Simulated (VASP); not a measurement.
# SrO (I4/mmm) in VASP: single point with HSE06

Aim: the single point of SrO with HSE06.

Everything below comes from runs of VASP 6.6.1. Logs are shortened: lines on timing, memory, paths and dates and some standing lists are left out, and cuts for length are marked.

**1. The cell of the first run**

It takes space group I4/mmm (No. 139, tetragonal). Conventional cell: a = 3.618 Å, b = 3.618 Å, c = 5.183 Å, α = 90.00°, β = 90.00°, γ = 90.00°. Sr (site symmetry 4/mmm) has 6 O at 2.56 to 2.59 Å within 3.4 Å. Within 3.4 Å of O (site symmetry 4/mmm) lie 6 Sr at 2.56 to 2.59 Å.

**2. Single point, HSE06 (epitaxial xy strain -0.8%)**

Contents of POSCAR:

```
SrO
1.0
    0.0000000000      2.5582212316      2.5916135004
    2.5582212316      0.0000000000      2.5916135004
    2.5582212316      2.5582212316      0.0000000000
Sr O
1 1
Direct
    0.0000000000      0.0000000000      0.0000000000
    0.5000000000      0.5000000000      0.5000000000
```

Contents of INCAR.step1:

```
SYSTEM = SrO
PREC = Accurate
ENCUT = 520
EDIFF = 1E-5
ISMEAR = 0
SIGMA = 0.01
LREAL = .FALSE.
LASPH = .TRUE.
NELM = 80
ALGO = Normal
ISIF = 2
LWAVE = .TRUE.
LCHARG = .FALSE.
NBANDS = 15
GGA = PE
```

Contents of INCAR.step2:

```
SYSTEM = SrO
PREC = Accurate
ENCUT = 520
EDIFF = 1E-6
ISMEAR = 0
SIGMA = 0.01
LREAL = .FALSE.
LASPH = .TRUE.
NELM = 80
ALGO = Normal
ISIF = 2
LWAVE = .FALSE.
LCHARG = .FALSE.
GGA = PE
LHFCALC = .TRUE.
HFSCREEN = 0.2079
PRECFOCK = Normal
NBANDS = 15
ISTART = 1
```

Contents of KPOINTS:

```
regular mesh
0
G
  6 6 6
  0 0 0
```

Potentials or basis: VASP PAW PBE potentials, release 64 (Sr_sv, O).

The run is started by

```sh
> cat potpaw_PBE.64/Sr_sv/POTCAR potpaw_PBE.64/O/POTCAR > POTCAR
> cp INCAR.step1 INCAR
> mpirun -np 1 vasp_std > vasp.out
> cp INCAR.step2 INCAR
> mpirun -np 1 vasp_std > vasp.out
```

OUTCAR:

```text
SYSTEM = SrO
   PREC = Accurate
   ENCUT = 520
   EDIFF = 1E-6
   ISMEAR = 0
   LREAL = .FALSE.
   LASPH = .TRUE.
   NELM = 80
   ISIF = 2
   GGA = PE
   LHFCALC = .TRUE.
   HFSCREEN = 0.2079
   PRECFOCK = Normal
   ISTART = 1

 ion  position               nearest neighbor table
   1  0.000  0.000  0.000-   2 2.56   2 2.56   2 2.56   2 2.56   2 2.59   2 2.59
   2  0.500  0.500  0.500-   1 2.56   1 2.56   1 2.56   1 2.56   1 2.59   1 2.59

  LATTYP: Found a body centered tetragonal cell.
 ALAT       =     3.6178711613
 C/A-ratio  =     1.4326731853

  Lattice vectors:

 A1 = (  -2.5582212316,   0.0000000000,   2.5916135004)
 A2 = (   2.5582212316,   0.0000000000,   2.5916135004)
 A3 = (   0.0000000000,   2.5582212316,  -2.5916135004)

Analysis of symmetry for initial positions (statically):
=====================================================================
 Subroutine PRICEL returns:
 Original cell was already a primitive cell.

 Routine SETGRP: Setting up the symmetry group for a
 body centered tetragonal supercell.

 Subroutine GETGRP returns: Found 16 space group operations
 (whereof 16 operations were pure point group operations)
 out of a pool of 16 trial point group operations.

The static configuration has the point symmetry D_4h.

Analysis of symmetry for dynamics (positions and initial velocities):
=====================================================================
 Subroutine PRICEL returns:
 Original cell was already a primitive cell.

 Routine SETGRP: Setting up the symmetry group for a
 body centered tetragonal supercell.

 Subroutine GETGRP returns: Found 16 space group operations
 (whereof 16 operations were pure point group operations)
 out of a pool of 16 trial point group operations.

The dynamic configuration has the point symmetry D_4h.

 Subroutine INISYM returns: Found 16 space group operations
 (whereof 16 operations are pure point group operations),
 and found     1 'primitive' translations

----------------------------------------------------------------------------------------

                                     Primitive cell

  volume of cell :      33.9216

  direct lattice vectors                    reciprocal lattice vectors
     0.000000000  2.558221232  2.591613500    -0.195448304  0.195448304  0.192930003
     2.558221232  0.000000000  2.591613500     0.195448304 -0.195448304  0.192930003
     2.558221232  2.558221232  0.000000000     0.195448304  0.195448304 -0.192930003

  length of vectors
     3.641559612  3.641559612  3.617871161     0.337078722  0.337078722  0.337078722

  position of ions in fractional coordinates (direct lattice)
     0.000000000  0.000000000  0.000000000
     0.500000000  0.500000000  0.500000000

  ion indices of the primitive-cell ions
   primitive index   ion index
                 1           1
                 2           2

----------------------------------------------------------------------------------------

 KPOINTS: regular mesh

Automatic generation of k-mesh.
 Grid dimensions read from file:
 generate k-points for:    6    6    6

 Generating k-lattice:

  Cartesian coordinates                     Fractional coordinates (reciprocal lattice)
    -0.032574717  0.032574717  0.032155000     0.166666667  0.000000000  0.000000000
     0.032574717 -0.032574717  0.032155000     0.000000000  0.166666667  0.000000000
     0.032574717  0.032574717 -0.032155000    -0.000000000 -0.000000000  0.166666667

  Length of vectors
     0.056179787  0.056179787  0.056179787

  Shift w.r.t. Gamma in fractional coordinates (k-lattice)
     0.000000000  0.000000000  0.000000000

 Subroutine IBZKPT returns following result:
 ===========================================

 Found     30 irreducible k-points:

 Following reciprocal coordinates:
            Coordinates               Weight
  0.000000  0.000000  0.000000      1.000000
  0.166667 -0.000000  0.000000      8.000000
  0.333333 -0.000000  0.000000      8.000000
  0.500000 -0.000000  0.000000      4.000000
  0.166667  0.166667  0.000000      2.000000
  0.333333  0.166667  0.000000      8.000000
[... 16 lines left out ...]
  0.333333  0.000000  0.333333      4.000000
  0.500000 -0.000000  0.333333     16.000000
 [... further k-points ...]
   k-points           NKPTS =     30   k-points in BZ     NKDIM =    216   number of bands    NBANDS=     15
   number of dos      NEDOS =    301   number of ions     NIONS =      2
   total plane-waves  NPLWV =  21952
   dimension x,y,z NGX =    28 NGY =   28 NGZ =   28
   dimension x,y,z NGXF=    56 NGYF=   56 NGZF=   56
   ions per type =               1   1
   NGX,Y,Z   is equivalent  to a cutoff of  12.78, 12.78, 12.87 a.u.
   NGXF,Y,Z  is equivalent  to a cutoff of  25.57, 25.57, 25.73 a.u.
 SYSTEM =  SrO
   PREC   = accura    normal or accurate (medium, high low for compatibility)
   ISTART =      1    job   : 0-new  1-cont  2-samecut
   ICHARG =      0    charge: 1-file 2-atom 10-const
   ISPIN  =      1    spin polarized calculation?
   LNONCOLLINEAR =      F non collinear calculations
   LSORBIT =      F    spin-orbit coupling
   LASPH  =      T    aspherical Exc in radial PAW
   ENCUT  =  520.0 eV  38.22 Ry    6.18 a.u.   6.77  6.77  6.73*2*pi/ulx,y,z
   NELM   =     80;   NELMIN=  2; NELMDL=  0     # of ELM steps
   EDIFF  = 0.1E-05   stopping-criterion for ELM
   LREAL  =      F    real-space projection
   EDIFFG = 0.1E-04   stopping-criterion for IOM
   NSW    =      0    number of steps for IOM
   IBRION =     -1    ionic relax: 0-MD 1-quasi-New 2-CG
   NFREE  =      0    steps in history (QN), initial steepest desc. (CG)
   ISIF   =      2    stress and relaxation
   ISYM   =      3    0-nonsym 1-usesym 2-fastsym
   POTIM  = 0.5000    time-step for ionic-motion
   TEBEG  =    0.0;   TEEND  =   0.0 temperature during run
   PSTRESS=    0.0 pullay stress
   NELECT =      16.0000    total number of electrons
   NUPDOWN=      -1.0000    fix difference up-down
   EMIN   =  10.00;   EMAX   =-10.00  energy-range for DOS
   EFERMI =   0.00;   METHOD = LEGACY
   ISMEAR =     0;   SIGMA  =   0.01  broadening in eV -4-tet -1-fermi 0-gaus
   EFERMI_NEDOS =   21; number of points for ismear=-14 and -15
   IALGO  =     38    algorithm
   IMIX   =      1    mixing-type and parameters
     AMIX     =   0.40;   BMIX     =  1.00
     AMIX_MAG =   1.60;   BMIX_MAG =  1.00
  volume/ion in A,a.u.               =      16.96       114.46
  Fermi-wavevector in a.u.,A,eV,Ry     =   1.274352  2.408176 22.095489  1.623973
  Thomas-Fermi vector in A             =   2.407125
   LORBIT       =      0    0 simple, 1 ext, 2 COOP (PROOUT), +10 PAW based schemes
   GGA     = PE    functional components
   LHFCALC =     T    Hartree Fock is set to
   PRECFOCK=normal    Normal, Fast or Accurate (Low or Medium for compatibility)
   ENCUT4O =  -1.0   cutoff for four orbital integrals eV
   NKREDX  =     1    reduce k-point grid by
   NKREDY  =     1    reduce k-point grid by
   NKREDZ  =     1    reduce k-point grid by
   AEXX    =    0.2500 exact exchange contribution
   HFSCREEN=    0.2079 screening length (either q_TF or 0.3 A-1)
   HFSCREENC=   0.2079 screening length for correlation (either q_TF or 0.3 A-1)
   ENCUTFOCK=  -1.0 apply spherical cutoff to Coloumb kernel
   IVDW    =     0    specifies the selected vdW correction
   LEPSILON=     F    determine dielectric tensor
   LRPA    =     F    only Hartree local field effects (RPA)
 non-spin polarized calculation
 Gauss-broadening in eV      SIGMA  =   0.01
  energy-cutoff  :      520.00
  volume of cell :       33.92
 maximum number of plane-waves:       934
  NGX = 24; NGY = 24; NGZ = 24

 number of electron      15.9999997 magnetization

 Free energy of the ion-electron system (eV)
  ---------------------------------------------------
  ext. energy  EPLUGINS =         0.00000000
  ---------------------------------------------------
  free energy    TOTEN  =       -14.17961202 eV

  energy without entropy =      -14.17961202  energy(sigma->0) =      -14.17961202

 E-fermi :   0.7692     XC(G=0):  -8.2720

 val. band max:        0.6169876777   @ k =   0.0000   0.0000   0.0000
 cond. band min:       5.3302686410   @ k =   0.5000   0.0000   0.5000
 fundamental gap:      4.7132809632
 Fermi energy:         0.7692476507

 k-point     1 :       0.0000    0.0000    0.0000
  band No.  band energies     occupation
      1     -33.7144      2.00000
      2     -15.9600      2.00000
      3     -14.0658      2.00000
      4     -14.0594      2.00000
      5     -14.0594      2.00000
      6       0.5822      2.00000
      7       0.6170      2.00000
      8       0.6170      2.00000
      9       6.0846      0.00000
     10       8.4158      0.00000
     11       8.5180      0.00000
     12       8.5180      0.00000
     13      10.6542      0.00000
     14      10.8281      0.00000
     15      14.9042      0.00000

 k-point     2 :       0.1667   -0.0000    0.0000
  band No.  band energies     occupation
      1     -33.6774      2.00000
      2     -16.3922      2.00000
      3     -14.0866      2.00000
      4     -14.0758      2.00000
      5     -13.7105      2.00000
      6      -0.1190      2.00000
      7       0.2569      2.00000
      8       0.2701      2.00000
      9       7.2596      0.00000
     10       8.2505      0.00000
     11       9.0245      0.00000
     12       9.0762      0.00000
     13      11.3993      0.00000
     14      11.5830      0.00000
     15      16.6534      0.00000
[... 365 lines left out ...]
      3     -14.3715      2.00000
      4     -14.3551      2.00000
      5     -14.0775      2.00000
      6      -0.5916      2.00000
      7       0.4256      2.00000
      8       0.4717      2.00000
      9       5.8776      0.00000
     10       9.0612      0.00000
     11      12.0626      0.00000
     12      12.2368      0.00000
     13      12.2558      0.00000
     14      13.1879      0.00000
     15      19.2356      0.00000

 k-point    24 :       0.5000   -0.0000    0.3333
  band No.  band energies     occupation
      1     -33.5303      2.00000
      2     -16.4593      2.00000
      3     -14.7500      2.00000
      4     -14.3855      2.00000
      5     -14.0471      2.00000
      6      -0.1936      2.00000
      7       0.0753      2.00000
      8       0.2198      2.00000
      9       6.2123      0.00000
     10      10.2459      0.00000
     11      11.5394      0.00000
     12      12.6847      0.00000
     13      13.3108      0.00000
     14      14.9123      0.00000
     15      16.3213      0.00000

 [... further k-points ...]

------------------------ aborting loop because EDIFF is reached ----------------------------------------

  FORCE on cell =-STRESS in cart. coord.  units (eV):
  Direction    XX          YY          ZZ          XY          YZ          ZX
  --------------------------------------------------------------------------------------
  -------------------------------------------------------------------------------------
  Total        0.4241174      0.4241174      0.0530559      0.0000000      0.0000000      0.0000000
  in kB       20.0318122     20.0318122      2.5059242      0.0000000      0.0000000      0.0000000
  external PRESSURE =      14.1898495 kB  Pullay stress =       0.0000000 kB

 VOLUME and BASIS-vectors are now :
 -----------------------------------------------------------------------------
  energy-cutoff  :      520.00
  volume of cell :       33.92
      direct lattice vectors                 reciprocal lattice vectors
     0.000000000  2.558221232  2.591613500    -0.195448304  0.195448304  0.192930003
     2.558221232  0.000000000  2.591613500     0.195448304 -0.195448304  0.192930003
     2.558221232  2.558221232  0.000000000     0.195448304  0.195448304 -0.192930003

 POSITION                                       TOTAL-FORCE (eV/Angst)
 -----------------------------------------------------------------------------------
      0.00000      0.00000      0.00000         0.000000      0.000000     -0.000000
      2.55822      2.55822      2.59161        -0.000000      0.000000      0.000000
 -----------------------------------------------------------------------------------
    total drift:                               -0.000000     -0.000000     -0.000000

  FREE ENERGIE OF THE ION-ELECTRON SYSTEM (eV)
  ---------------------------------------------------
  free  energy   TOTEN  =       -14.1796120245 eV

  energy  without entropy=      -14.1796120245  energy(sigma->0) =      -14.17961202
```

Wall time 65 min (1 thread of Intel Xeon Platinum 8488C (Sapphire Rapids), shared host); peak memory 0.28 GiB.

What came out:

- Free energy: -14.1796 eV
- Pressure: 1.4 GPa
- Band gap on the k mesh: 4.71 eV (least direct gap 4.81 eV)

Levels at points of the mesh, in eV from the valence-band top:
| k point | band 6 | band 7 | band 8 | band 9 | band 10 | band 11 |
| --- | --- | --- | --- | --- | --- | --- |
| (0.00, 0.00, 0.00) | -0.03 | 0.00 | 0.00 | 5.47 | 7.80 | 7.90 |
| (0.50, 0.00, 0.00) | -2.28 | -1.22 | -1.21 | 8.25 | 9.99 | 10.70 |
| (0.50, 0.50, 0.00) | -0.54 | -0.10 | -0.10 | 4.76 | 9.57 | 12.05 |
| (0.50, 0.00, 0.50) | -0.46 | -0.14 | -0.09 | 4.71 | 9.57 | 12.05 |

Caveat: the cell differs from its parent crystal (epitaxial xy strain -0.8%); the PAW data sets were made with another functional, which shifts forces and pressure a little.
